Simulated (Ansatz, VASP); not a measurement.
Given: the input of a run of VASP 6.6.1 on Hf.

File INCAR:

```
SYSTEM = Hf
PREC     = Accurate       ! precision mode
ENCUT    = 520            ! plane-wave cutoff, eV
EDIFF    = 1E-6           ! SCF threshold, eV
ISMEAR   = -1             ! smearing method
SIGMA    = 0.05           ! smearing width, eV
LREAL    = .FALSE.        ! projectors in reciprocal space
LASPH    = .TRUE.         ! aspherical terms in the spheres
NELM     = 80             ! most SCF steps
ALGO     = Fast           ! electronic algorithm
ISIF     = 2              ! what is computed and relaxed
LWAVE    = .FALSE.        ! write WAVECAR
LCHARG   = .FALSE.        ! write CHGCAR
GGA      = CA             ! functional
NBANDS   = 22             ! bands
```

KPOINTS

```
regular mesh
0
G
  6 6 9
  0 0 0
```

Contents of POSCAR:

```
Hf
1.0
    4.8952628153      0.0000000000      0.0000000000
   -2.4476314076      4.2394219562      0.0000000000
    0.0000000000      0.0000000000      3.0445212957
Hf
3
Direct
    0.0000000000      0.0000000000      0.0000000000
    0.3333333333      0.6666666667      0.5000000000
    0.6666666667      0.3333333333      0.5000000000
```

Potentials or basis: VASP PAW LDA potentials, release 64 (Hf_pv).

Launch:

```console
$ cat potpaw_LDA.64/Hf_pv/POTCAR > POTCAR
$ mpirun -np 1 vasp_std > vasp.out
```

Set up the same calculation for Ansatz 0.2.0. Potentials there: Ansatz PAW.

As run (the cutoff follows the program's own potentials):

File input.yaml:

```yaml
crystal:
  lattice:
    - [4.8952628153, 0.0, 0.0]
    - [-2.4476314076, 4.2394219562, 0.0]
    - [0.0, 0.0, 3.0445212957]
  atoms:
    - { symbol: Hf, position: [0.0, 0.0, 0.0] }
    - { symbol: Hf, position: [0.3333333333, 0.6666666667, 0.5] }
    - { symbol: Hf, position: [0.6666666667, 0.3333333333, 0.5] }
hamiltonian:
  xc: lda
  pseudopotentials: { kind: paw }
kpoints:
  mp_grid: { grid: [6, 6, 9] }
scf:
  occupations: { method: fermi_dirac, width: 0.05 }
output:
  forces: true
  stress: true
  eigenvalues: true
```

Potentials or basis: Ansatz PAW.

Launch:

```console
$ ansatz run input.yaml --threads 2 --pin off --max-ram 5632MiB --backend cpu --events-out ev --progress --plain --runs-dir out
```

Both were run:

|  | VASP | Ansatz | Ansatz less VASP |
| --- | --- | --- | --- |
| gap on the k mesh at the Fermi level (eV) | none | none | - |
| pressure (GPa) | -2.3 | -2.4 | -0.07 |
| traceless stress, the component that is largest in VASP (GPa) | 0.84 | 0.70 | -0.132 |

LDA's correlation is that of Perdew and Zunger in VASP and of Perdew and Wang (1992) in Ansatz. A gap of «none» marks a metal or a gap that the smearing closes. VASP's potentials hold 30 valence electrons a cell and Ansatz's 78, so a difference there can come from the potentials and not from the codes.

Neither program's run includes spin-orbit coupling.
